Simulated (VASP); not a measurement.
A run of VASP 6.6.1 is set up as follows.

Contents of INCAR:

```
SYSTEM = TiO2
PREC     = Accurate       ! precision mode
ENCUT    = 520            ! plane-wave cutoff, eV
EDIFF    = 1E-6           ! SCF threshold, eV
ISMEAR   = -1             ! smearing method
SIGMA    = 0.05           ! smearing width, eV
LREAL    = .False.        ! projectors in reciprocal space
LASPH    = .True.         ! aspherical terms in the spheres
NELM     = 80             ! most SCF steps
ALGO     = Normal         ! electronic algorithm
ISIF     = 2              ! what is computed and relaxed
LWAVE    = .False.        ! write WAVECAR
LCHARG   = .False.        ! write CHGCAR
GGA      = CA             ! functional
NBANDS   = 33             ! bands
```

KPOINTS

```
Automatic mesh
0
Gamma
  7 7 10
  0 0 0
```

Contents of POSCAR:

```
TiO2
1.0
    4.6858800000      0.0000000000      0.0000000000
    0.0000000000      4.6858800000      0.0000000000
    0.0000000000      0.0000000000      2.9590000000
Ti O
2 4
Direct
    0.0000000000      0.0000000000      0.0000000000
    0.5000000000      0.5000000000      0.5000000000
    0.3060000000      0.3060000000      0.0000000000
    0.1940000000      0.8060000000      0.5000000000
    0.6940000000      0.6940000000      0.0000000000
    0.8060000000      0.1940000000      0.5000000000
```

Potentials or basis: VASP PAW LDA potentials, release 64 (Ti_sv, O).

Command:

```console
$ cat potpaw_LDA.64/Ti_sv/POTCAR potpaw_LDA.64/O/POTCAR > POTCAR
$ mpirun -np 1 vasp_std > vasp.out
```

Problem. Predict the band gap on the k mesh.

Solution. 1.78 eV.

Problem. Predict the pressure.

Solution. -14.3 GPa.

Problem. What does it give for the largest force?

Solution. 0.100 eV/Å.

Forces on the atoms (eV/Å):
```
Ti   0.000  0.000  0.000
Ti   0.000  0.000  0.000
O    0.071  0.071  0.000
O   -0.071  0.071  0.000
O   -0.071 -0.071  0.000
O    0.071 -0.071  0.000
```

Caveat: the cell differs from its parent crystal (equal xx and yy strain of +2 %); the cell stands under tension; an odd mesh through Γ misses points on the zone boundary, where band edges can lie.
